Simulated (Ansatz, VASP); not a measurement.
## TaN: VASP beside Ansatz

File INCAR:

```
ALGO = Normal ; EDIFF = 1E-7
EDIFFG = -0.01 ; ENCUT = 600
GGA = PS ; IBRION = 2
ISIF = 3 ; ISMEAR = -1
LASPH = T ; LCHARG = F
LREAL = F ; LWAVE = F
NELM = 100 ; NSW = 80
PREC = Accurate ; SIGMA = 0.1
```

Contents of KPOINTS:

```
k-points
0
Gamma
  7 7 11
```

The input POSCAR:

```
TaN
1.0
    5.1960000000      0.0000000000      0.0000000000
   -2.5980000000      4.4998680000      0.0000000000
    0.0000000000      0.0000000000      2.9110000000
Ta N
3 3
Direct
    0.3333333300      0.6666666700      0.5000000000
    0.6666666700      0.3333333300      0.5000000000
    0.0000000000      0.0000000000      0.0000000000
    0.3928500000      0.0000000000      0.0000000000
    0.6071500000      0.6071500000      0.0000000000
    0.0000000000      0.3928500000      0.0000000000
```

Input for Ansatz:

```yaml
crystal:
  lattice:
    - [5.196, 0.0, 0.0]
    - [-2.598, 4.499868, 0.0]
    - [0.0, 0.0, 2.911]
  atoms:
    - { symbol: Ta, position: [0.33333333, 0.66666667, 0.5] }
    - { symbol: Ta, position: [0.66666667, 0.33333333, 0.5] }
    - { symbol: Ta, position: [0.0, 0.0, 0.0] }
    - { symbol: "N", position: [0.39285, 0.0, 0.0] }
    - { symbol: "N", position: [0.60715, 0.60715, 0.0] }
    - { symbol: "N", position: [0.0, 0.39285, 0.0] }
  symmetry: { tolerance: 0.0003 }
hamiltonian:
  xc: pbesol
  pseudopotentials: { kind: paw, azcp: { folder: soft_1 } }
basis:
  ecutwfc: 420
magnetization:
  spin_polarized: false
scf:
  occupations: { method: fermi_dirac, width: 0.1 }
kpoints:
  mp_grid: { grid: [7, 7, 11], shift: [0, 0, 0] }
output:
  forces: true
  stress: true
  eigenvalues: true
relax:
  max_steps: 60
  cell: {}
```

Alike in both runs: task relaxation of cell and atoms; functional PBEsol; k mesh 7 × 7 × 11; occupations fermi-dirac, width 0.1 eV; no spin polarisation.

|  | VASP | Ansatz |
| --- | --- | --- |
| version | VASP 6.6.1 | Ansatz 0.2.0 |
| potentials or method | VASP PAW PBE potentials, release 64 (Ta_pv, N), cutoff 600 eV | PAW plane waves |
| valence electrons in the cell | 48 | 54 |

Ansatz gave:

- gap on the k mesh at the Fermi level, each at its own relaxed structure (eV): none
- relaxed volume (Å³/atom): 11.21
- relaxed cell length with the largest relative difference (Å): 5.180

Question: Estimate VASP's values.

Answer: gap on the k mesh at the Fermi level, each at its own relaxed structure (eV): none; relaxed volume (Å³/atom): 11.24; relaxed cell length with the largest relative difference (Å): 5.186.

VASP's potentials were made for PBE, not for PBEsol, and Ansatz warns of the same on its side. A gap of «none» marks a metal or a gap that the smearing closes. VASP's potentials hold 48 valence electrons a cell and Ansatz's 54, so a difference there can come from the potentials and not from the codes.

Spin-orbit coupling is off throughout.
